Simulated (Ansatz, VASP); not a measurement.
AlN: VASP beside Ansatz

```xyz
2
Lattice="0.0000 2.1362 2.1362 2.1362 0.0000 2.1362 2.1362 2.1362 0.0000" Properties=species:S:1:pos:R:3 pbc="T T T"
Al    2.1362    2.1362    2.1362
N     0.0000    0.0000    0.0000
```

Change from the starting cell: strain +0.050 along x and y, +0.050 along z, atoms carried along.

Alike in both runs: task single point; functional LDA; k mesh 10 × 10 × 10; occupations gaussian, width 0.05 eV; no spin polarisation.

|  | VASP | Ansatz |
| --- | --- | --- |
| version | VASP 6.6.1 | Ansatz 0.2.0 |
| potentials or method | VASP PAW LDA potentials, release 64 (Al, N), cutoff 520 eV | scalar-relativistic, plane waves, PAW |
| valence electrons in the cell | 8 | 8 |

```csv
,VASP,Ansatz,Ansatz less VASP
gap on the k mesh at the Fermi level (eV),2.99,3.00,+0.005
least direct gap on the mesh (eV),3.58,3.56,-0.016
pressure (GPa),-35.6,-35.8,-0.24
```

LDA's correlation is that of Perdew and Zunger in VASP and of Perdew and Wang (1992) in Ansatz. Both programs put the cell under strong tension, so it lies far from rest at this level.

Noted on VASP's run: the cell as given lies far from equilibrium.
